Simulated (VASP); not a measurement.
# Ru (Fm-3m) in VASP: single point with PBE

Aim: the single point of Ru with PBE.

All numbers are computed with VASP 6.6.1; they aren't measurements. Logs are shortened: lines on timing, memory, paths and dates and some standing lists are left out, and cuts for length are marked.

## Step 1: The cell of the first run

Symmetry: Fm-3m, No. 225, cubic system. Conventional cell: a = 3.970 Å, b = 3.970 Å, c = 3.970 Å, α = 90.00°, β = 90.00°, γ = 90.00°. Within 3.7 Å of Ru (site symmetry m-3m) lie 12 Ru at 2.81 Å.

## Step 2: Single point, PBE, collinear spin, zero start

The input, INCAR:

```
ALGO = Normal
EDIFF = 1E-6
ENCUT = 500
GGA = PE
GGA_COMPAT = False
ISIF = 2
ISMEAR = -1
ISPIN = 2
LASPH = True
LCHARG = False
LMAXMIX = 4
LORBIT = 11
LREAL = False
LWAVE = False
MAGMOM = 0
NBANDS = 17
NELM = 200
PREC = Accurate
SIGMA = 0.1
```

The input, KPOINTS:

```
k-points
0
Gamma
  8 8 8
```

The input, POSCAR:

```
Ru
1.0
    0.0000000000      1.9850000000      1.9850000000
    1.9850000000      0.0000000000      1.9850000000
    1.9850000000      1.9850000000      0.0000000000
Ru
1
Direct
    0.0000000000      0.0000000000      0.0000000000
```

Potentials or basis: VASP PAW PBE potentials, release 64 (Ru_pv).

Command:

```sh
> cat potpaw_PBE.64/Ru_pv/POTCAR > POTCAR
> mpirun -np 1 vasp_std > vasp.out
```

OUTCAR:

```text
EDIFF = 1E-6
   ENCUT = 500
   GGA = PE
   ISIF = 2
   ISMEAR = -1
   ISPIN = 2
   LASPH = True
   LORBIT = 11
   LREAL = False
   NELM = 200
   PREC = Accurate

 ion  position               nearest neighbor table
   1  0.000  0.000  0.000-

  LATTYP: Found a face centered cubic cell.
 ALAT       =     3.9700000000

  Lattice vectors:

 A1 = (   0.0000000000,   1.9850000000,   1.9850000000)
 A2 = (   1.9850000000,   0.0000000000,   1.9850000000)
 A3 = (   1.9850000000,   1.9850000000,   0.0000000000)

Analysis of symmetry for initial positions (statically):
[... 5 lines left out ...]
 face centered cubic supercell.

 Subroutine GETGRP returns: Found 48 space group operations
 (whereof 48 operations were pure point group operations)
 out of a pool of 48 trial point group operations.

The static configuration has the point symmetry O_h .

Analysis of symmetry for dynamics (positions and initial velocities):
[... 5 lines left out ...]
 face centered cubic supercell.

 Subroutine GETGRP returns: Found 48 space group operations
 (whereof 48 operations were pure point group operations)
 out of a pool of 48 trial point group operations.

The dynamic configuration has the point symmetry O_h .

Analysis of structural, dynamic, and magnetic symmetry:
=====================================================================
 Subroutine PRICEL returns:
 Original cell was already a primitive cell.

 Routine SETGRP: Setting up the symmetry group for a
 face centered cubic supercell.

 Subroutine GETGRP returns: Found 48 space group operations
 (whereof 48 operations were pure point group operations)
 out of a pool of 48 trial point group operations.

The overall configuration has the point symmetry O_h .

 Subroutine INISYM returns: Found 48 space group operations
 (whereof 48 operations are pure point group operations),
 and found     1 'primitive' translations

----------------------------------------------------------------------------------------

                                     Primitive cell

  volume of cell :      15.6427

  direct lattice vectors                    reciprocal lattice vectors
     0.000000000  1.985000000  1.985000000    -0.251889169  0.251889169  0.251889169
     1.985000000  0.000000000  1.985000000     0.251889169 -0.251889169  0.251889169
     1.985000000  1.985000000  0.000000000     0.251889169  0.251889169 -0.251889169

  length of vectors
     2.807213921  2.807213921  2.807213921     0.436284838  0.436284838  0.436284838

  position of ions in fractional coordinates (direct lattice)
     0.000000000  0.000000000  0.000000000

  ion indices of the primitive-cell ions
   primitive index   ion index
                 1           1

----------------------------------------------------------------------------------------

 KPOINTS: k-points

Automatic generation of k-mesh.
 Grid dimensions read from file:
 generate k-points for:    8    8    8

 Generating k-lattice:

  Cartesian coordinates                     Fractional coordinates (reciprocal lattice)
    -0.031486146  0.031486146  0.031486146     0.125000000  0.000000000  0.000000000
     0.031486146 -0.031486146  0.031486146     0.000000000  0.125000000  0.000000000
     0.031486146  0.031486146 -0.031486146     0.000000000  0.000000000  0.125000000

  Length of vectors
     0.054535605  0.054535605  0.054535605

  Shift w.r.t. Gamma in fractional coordinates (k-lattice)
     0.000000000  0.000000000  0.000000000

 Subroutine IBZKPT returns following result:
 ===========================================

 Found     29 irreducible k-points:

 Following reciprocal coordinates:
            Coordinates               Weight
  0.000000  0.000000  0.000000      1.000000
  0.125000  0.000000  0.000000      8.000000
  0.250000  0.000000  0.000000      8.000000
  0.375000  0.000000  0.000000      8.000000
  0.500000  0.000000  0.000000      4.000000
  0.125000  0.125000  0.000000      6.000000
[... 16 lines left out ...]
  0.500000  0.250000  0.125000     48.000000
 -0.375000  0.250000  0.125000     24.000000
 [... further k-points ...]
   k-points           NKPTS =     29   k-points in BZ     NKDIM =     29   number of bands    NBANDS=     17
   number of dos      NEDOS =    301   number of ions     NIONS =      1
   total plane-waves  NPLWV =   8000
   dimension x,y,z NGX =    20 NGY =   20 NGZ =   20
   dimension x,y,z NGXF=    40 NGYF=   40 NGZF=   40
   ions per type =               1
   NGX,Y,Z   is equivalent  to a cutoff of  11.84, 11.84, 11.84 a.u.
   NGXF,Y,Z  is equivalent  to a cutoff of  23.69, 23.69, 23.69 a.u.
 SYSTEM =  unknown system
   PREC   = accura    normal or accurate (medium, high low for compatibility)
   ISTART =      0    job   : 0-new  1-cont  2-samecut
   ICHARG =      2    charge: 1-file 2-atom 10-const
   ISPIN  =      2    spin polarized calculation?
   LNONCOLLINEAR =      F non collinear calculations
   LSORBIT =      F    spin-orbit coupling
   LASPH  =      T    aspherical Exc in radial PAW
   ENCUT  =  500.0 eV  36.75 Ry    6.06 a.u.   5.12  5.12  5.12*2*pi/ulx,y,z
   NELM   =    200;   NELMIN=  2; NELMDL= -5     # of ELM steps
   EDIFF  = 0.1E-05   stopping-criterion for ELM
   LREAL  =      F    real-space projection
   EDIFFG = 0.1E-04   stopping-criterion for IOM
   NSW    =      0    number of steps for IOM
   IBRION =     -1    ionic relax: 0-MD 1-quasi-New 2-CG
   NFREE  =      0    steps in history (QN), initial steepest desc. (CG)
   ISIF   =      2    stress and relaxation
   ISYM   =      2    0-nonsym 1-usesym 2-fastsym
   POTIM  = 0.5000    time-step for ionic-motion
   TEBEG  =    0.0;   TEEND  =   0.0 temperature during run
   PSTRESS=    0.0 pullay stress
   NELECT =      14.0000    total number of electrons
   NUPDOWN=      -1.0000    fix difference up-down
   EMIN   =  10.00;   EMAX   =-10.00  energy-range for DOS
   EFERMI =   0.00;   METHOD = LEGACY
   ISMEAR =    -1;   SIGMA  =   0.10  broadening in eV -4-tet -1-fermi 0-gaus
   EFERMI_NEDOS =   21; number of points for ismear=-14 and -15
   IALGO  =     38    algorithm
   IMIX   =      4    mixing-type and parameters
     AMIX     =   0.40;   BMIX     =  1.00
     AMIX_MAG =   1.60;   BMIX_MAG =  1.00
  volume/ion in A,a.u.               =      15.64       105.56
  Fermi-wavevector in a.u.,A,eV,Ry     =   1.577661  2.981347 33.865091  2.489014
  Thomas-Fermi vector in A             =   2.678309
   LORBIT       =     11    0 simple, 1 ext, 2 COOP (PROOUT), +10 PAW based schemes
   GGA     = PE    functional components
   LHFCALC =     F    Hartree Fock is set to
   AEXX    =    0.0000 exact exchange contribution
   IVDW    =     0    specifies the selected vdW correction
   LEPSILON=     F    determine dielectric tensor
   LRPA    =     F    only Hartree local field effects (RPA)
 spin polarized calculation
  energy-cutoff  :      500.00
  volume of cell :       15.64
 maximum number of plane-waves:       415
   NGX = 11   NGY = 11   NGZ = 11

 number of electron      14.0000008 magnetization       0.0000143

 number of electron      14.0000008 magnetization      -0.0000069

 Free energy of the ion-electron system (eV)
  ---------------------------------------------------
  ext. energy  EPLUGINS =         0.00000000
  ---------------------------------------------------
  free energy    TOTEN  =        -8.99121627 eV

  energy without entropy =       -8.95256324  energy(sigma->0) =       -8.97188975

 E-fermi :  10.2996     XC(G=0): -13.2546

 val. band max:       10.2277473820   @ k =   0.0000   0.0000   0.0000
 cond. band min:      10.3818667475   @ k =   0.2500   0.0000   0.0000
 fundamental gap:      0.1541193655
 Fermi energy:        10.2995591642

 spin component 1

 k-point     1 :       0.0000    0.0000    0.0000
  band No.  band energies     occupation
      1     -32.0402      1.00000
      2     -32.0402      1.00000
      3     -32.0402      1.00000
      4       3.2747      1.00000
      5       8.2677      1.00000
      6       8.2677      1.00000
[... 9 lines left out ...]
     16      40.8119      0.00000
     17      40.8119      0.00000

 k-point     2 :       0.1250    0.0000    0.0000
  band No.  band energies     occupation
      1     -32.1397      1.00000
      2     -32.0537      1.00000
      3     -32.0537      1.00000
      4       3.8327      1.00000
      5       8.0333      1.00000
      6       8.4689      1.00000
[... 9 lines left out ...]
     16      38.9628      0.00000
     17      38.9628      0.00000
[... 421 lines left out ...]
 k-point    24 :      -0.3750    0.2500    0.1250
  band No.  band energies     occupation
      1     -32.6098      1.00000
      2     -32.3044      1.00000
      3     -32.1870      1.00000
      4       6.3504      1.00000
      5       7.2001      1.00000
      6       8.5408      1.00000
[... 9 lines left out ...]
     16      38.8960      0.00000
     17      43.4619      0.00000

 [... further k-points ...]

 spin component 2

 k-point     1 :       0.0000    0.0000    0.0000
  band No.  band energies     occupation
      1     -32.0402      1.00000
      2     -32.0402      1.00000
      3     -32.0402      1.00000
      4       3.2747      1.00000
      5       8.2677      1.00000
      6       8.2677      1.00000
[... 9 lines left out ...]
     16      40.8119      0.00000
     17      40.8119      0.00000

 k-point     2 :       0.1250    0.0000    0.0000
  band No.  band energies     occupation
      1     -32.1397      1.00000
      2     -32.0537      1.00000
      3     -32.0537      1.00000
      4       3.8327      1.00000
      5       8.0333      1.00000
      6       8.4689      1.00000
[... 9 lines left out ...]
     16      38.9627      0.00000
     17      38.9627      0.00000
[... 421 lines left out ...]
 k-point    24 :      -0.3750    0.2500    0.1250
  band No.  band energies     occupation
      1     -32.6098      1.00000
      2     -32.3044      1.00000
      3     -32.1870      1.00000
      4       6.3504      1.00000
      5       7.2001      1.00000
      6       8.5408      1.00000
[... 9 lines left out ...]
     16      38.8960      0.00000
     17      43.4690      0.00000

 [... further k-points ...]
[... 5 lines left out ...]
  --------------------------------------------------------------------------------------
  -------------------------------------------------------------------------------------
  Total       -2.7446596     -2.7446596     -2.7446596      0.0000000      0.0000000      0.0000000
  in kB     -281.1172791   -281.1172791   -281.1172791      0.0000000      0.0000000      0.0000000
  external PRESSURE =    -281.1172791 kB  Pullay stress =       0.0000000 kB

 VOLUME and BASIS-vectors are now :
 -----------------------------------------------------------------------------
  energy-cutoff  :      500.00
  volume of cell :       15.64
      direct lattice vectors                 reciprocal lattice vectors
     0.000000000  1.985000000  1.985000000    -0.251889169  0.251889169  0.251889169
     1.985000000  0.000000000  1.985000000     0.251889169 -0.251889169  0.251889169
     1.985000000  1.985000000  0.000000000     0.251889169  0.251889169 -0.251889169

 POSITION                                       TOTAL-FORCE (eV/Angst)
 -----------------------------------------------------------------------------------
      0.00000      0.00000      0.00000         0.000000     -0.000000      0.000000
 -----------------------------------------------------------------------------------
    total drift:                                0.000000     -0.000000      0.000000

  FREE ENERGIE OF THE ION-ELECTRON SYSTEM (eV)
  ---------------------------------------------------
  free  energy   TOTEN  =        -8.9912162709 eV

  energy  without entropy=       -8.9525632359  energy(sigma->0) =       -8.97188975

 total charge

# of ion       s       p       d       tot
------------------------------------------
    1        0.355   6.225   5.836  12.416

 magnetization (x)

# of ion       s       p       d       tot
------------------------------------------
    1        0.000   0.000   0.000   0.000
```

It took 5.2 s on 1 thread of Intel Xeon 6975P-C (Granite Rapids), shared host; peak memory 0.13 GiB.

What came out:

```yaml
Free_energy: -8.9912 eV
Pressure: -28.1 GPa
Band_gap_on_the_k_mesh: zero (filled and empty bands overlap)
Net_moment: 0.00 μB per cell
Valence_electrons_inside_the_program's_atomic_spheres: Ru 12.42
```
